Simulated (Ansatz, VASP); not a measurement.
**Hg in VASP and in Ansatz**

```
CELL_PARAMETERS angstrom
4.61505 0.00000 0.00000
-2.30753 3.99675 0.00000
0.00000 0.00000 5.24480
ATOMIC_POSITIONS crystal
Hg 0.21700 0.00000 0.16667
Hg 0.00000 0.21700 0.83333
Hg 0.78300 0.78300 0.50000
```

Alike in both runs: task relaxation of cell and atoms; functional PBE; k mesh 6 × 6 × 4; occupations gaussian, width 0.1 eV; no spin polarisation.

|  | VASP | Ansatz |
| --- | --- | --- |
| version | VASP 6.6.1 | Ansatz 0.2.0 |
| potentials or method | VASP PAW PBE potentials, release 64 (Hg_sv_GW), cutoff 500 eV | scalar-relativistic, plane waves, PAW |
| valence electrons in the cell | 60 | 60 |

|  | VASP | Ansatz | Ansatz less VASP |
| --- | --- | --- | --- |
| gap on the k mesh at the Fermi level, each at its own relaxed structure (eV) | none | none | - |
| relaxed volume (Å³/atom) | 28.30 | 28.89 | +0.590 |
| relaxed cell length with the largest relative difference (Å) | 4.330 | 4.416 | +0.0862 |

A gap of «none» marks a metal or a gap that the smearing closes.

Neither program's run includes spin-orbit coupling.
